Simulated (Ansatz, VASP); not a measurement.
## One calculation of H4CO, two programs

```
CELL_PARAMETERS angstrom
7.38032 0.00000 0.00000
0.00000 7.38032 0.00000
0.00000 0.00000 7.38032
ATOMIC_POSITIONS crystal
C 0.42863 0.34230 0.73211
C 0.69951 0.85367 0.87335
C 0.99419 0.43342 0.50586
C 0.60831 0.48660 0.19903
C 0.24260 0.93516 0.34543
C 0.20881 0.90760 0.87221
O 0.29267 0.37337 0.86962
O 0.82320 0.70649 0.87496
O 0.06541 0.42041 0.32590
O 0.45657 0.49575 0.32085
O 0.21478 0.76440 0.26083
O 0.25404 0.74734 0.77600
H 0.39151 0.42601 0.61584
H 0.30589 0.28095 0.96151
H 0.56436 0.38349 0.77825
H 0.43098 0.19968 0.69197
H 0.60478 0.83007 0.98418
H 0.91563 0.72733 0.78520
H 0.76734 0.98391 0.89634
H 0.62092 0.85992 0.74765
H 0.00810 0.30124 0.57030
H 0.07573 0.54428 0.28231
H 0.06927 0.53260 0.58642
H 0.85032 0.47034 0.50513
H 0.69716 0.59936 0.23388
H 0.36250 0.41001 0.28836
H 0.68464 0.36091 0.21654
H 0.56659 0.50175 0.05819
H 0.12526 0.01995 0.31675
H 0.31644 0.68479 0.29248
H 0.25831 0.92013 0.49240
H 0.36391 0.00295 0.29113
H 0.15517 0.00492 0.77437
H 0.26170 0.64557 0.85934
H 0.10867 0.88174 0.97739
H 0.32930 0.96714 0.93616
```

Alike in both runs: functional r2SCAN; dispersion D3(BJ); k mesh 1 × 1 × 1; occupations fermi-dirac, width 0.02 eV; no spin polarisation.

Ansatz relaxed the structure, and its values are those at the end. VASP's run is a single point on that final structure, the one shown.

|  | VASP | Ansatz |
| --- | --- | --- |
| version | VASP 6.6.1 | Ansatz 0.2.0 |
| potentials or method | VASP PAW PBE potentials, release 64 (C, O, H), cutoff 520 eV | scalar-relativistic, plane waves, PAW |
| valence electrons in the cell | 84 | 84 |

|  | VASP | Ansatz | Ansatz less VASP |
| --- | --- | --- | --- |
| gap on the k mesh at the Fermi level (eV) | 5.34 | 5.36 | +0.017 |
| rms of the force components (eV/Å) | 0.062 | 0.068 | +0.0063 |

VASP's potentials were made for PBE, not for r2SCAN. Ansatz's warnings: dispersion damping borrowed, xc potential rough in thin density.
